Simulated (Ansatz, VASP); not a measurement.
# One calculation of NbP, two programs

```xyz
4
Lattice="-1.6749 1.6749 5.7401 1.6749 -1.6749 5.7401 1.6749 1.6749 -5.7401" Properties=species:S:1:pos:R:3 pbc="T T T"
Nb    0.0000    0.0000    5.7387
Nb    1.6749    0.0000    2.8687
P     0.0000    0.0000    0.9500
P     0.0000    1.6749    3.8200
```

Alike in both runs: task relaxation of cell and atoms; functional PBE; k mesh 14 × 14 × 14; occupations gaussian, width 0.05 eV; no spin polarisation.

|  | VASP | Ansatz |
| --- | --- | --- |
| version | VASP 6.6.1 | Ansatz 0.2.0 |
| potentials or method | VASP PAW PBE potentials, release 64 (Nb_sv, P), cutoff 600 eV | scalar-relativistic, plane waves, PAW |
| valence electrons in the cell | 36 | 36 |

|  | VASP | Ansatz | Ansatz less VASP |
| --- | --- | --- | --- |
| gap on the k mesh at the Fermi level, each at its own relaxed structure (eV) | none | none | - |
| relaxed volume (Å³/atom) | 15.98 | 16.00 | +0.029 |
| relaxed length of the cell vector where the two differ most in proportion (Å) | 6.184 | 6.188 | +0.0042 |

A gap of «none» marks a metal or a gap that the smearing closes.
